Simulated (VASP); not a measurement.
Input of a VASP 6.6.1 run:

File INCAR:

```
PREC = Accurate ; ENCUT = 520
EDIFF = 1E-6 ; ISMEAR = 0
SIGMA = 0.05 ; LREAL = F
LASPH = T ; NELM = 80
ALGO = Normal ; ISIF = 2
LWAVE = F ; LCHARG = F
GGA = PE ; NBANDS = 46
```

The input KPOINTS:

```
regular mesh
0
Gamma
  12 12 2
```

POSCAR

```
ZnS
1.0
    3.8454929876      0.0000000000      0.0000000000
   -1.9227464938      3.3302946173      0.0000000000
    0.0000000000      0.0000000000     12.6106666232
Zn S
4 4
Direct
    0.3561050863      0.6666666667      0.0026098951
    0.3105615804      0.6666666667      0.5026098951
    0.6653322008      0.3333333333      0.2526098951
    0.6680011325      0.3333333333      0.7526098951
    0.3333333333      0.6666666667      0.1898901049
    0.3333333333      0.6666666667      0.6898901049
    0.7186756030      0.3333333333      0.4398901049
    0.6146577303      0.3333333333      0.9398901049
```

Potentials or basis: VASP PAW PBE potentials, release 64 (Zn, S).

Run with:

```bash
$ cat potpaw_PBE.64/Zn/POTCAR potpaw_PBE.64/S/POTCAR > POTCAR
$ mpirun -np 1 vasp_std > vasp.out
```

**Question.** Predict the pressure.

**Answer.** 1.6 GPa.

**Question.** Predict the largest force.

**Answer.** 2.088 eV/Å.

**Question.** Predict the band gap on the k mesh.

**Answer.** 2.05 eV.

Stress tensor (GPa, compression positive):
```
2.80 0.00 0.00
0.00 1.21 1.16
0.00 1.16 0.69
```

Caveat: the cell differs from its parent crystal (atoms displaced along a vibrational mode); forces of over 1 eV/Å act on the atoms, so gaps and moduli don't describe the material at rest. A k mesh can miss the band edges.
